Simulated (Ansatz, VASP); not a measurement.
# One calculation of Mo, two programs

```xyz
1
Lattice="2.8039 0.0000 0.0000 -1.4019 2.3098 0.0000 0.0000 0.0000 2.5552" Properties=species:S:1:pos:R:3 pbc="T T T"
Mo    0.0000    0.0000    1.2776
```

Change from the starting cell: strain +0.0250 x Voigt [1, -1, 0, 0, 0, 0], atoms carried along.

Alike in both runs: task single point; functional PBEsol; k mesh 18 × 18 × 18; occupations gaussian, width 0.15 eV; no spin polarisation.

```csv
,VASP,Ansatz
version,VASP 6.6.1,Ansatz 0.2.0
potentials or method,"VASP PAW PBE potentials, release 64 (Mo_sv), cutoff 520 eV","scalar-relativistic, plane waves, PAW"
valence electrons in the cell,14,14
```

Ansatz gave:

* gap on the k mesh at the Fermi level (eV): none
* pressure (GPa): -3.4
* traceless stress, the component that is largest in VASP (GPa): -5.56

Estimate VASP's values.

gap on the k mesh at the Fermi level (eV): none; pressure (GPa): -2.9; traceless stress, the component that is largest in VASP (GPa): -5.45.

VASP's potentials were made for PBE, not for PBEsol. A gap of «none» marks a metal or a gap that the smearing closes.
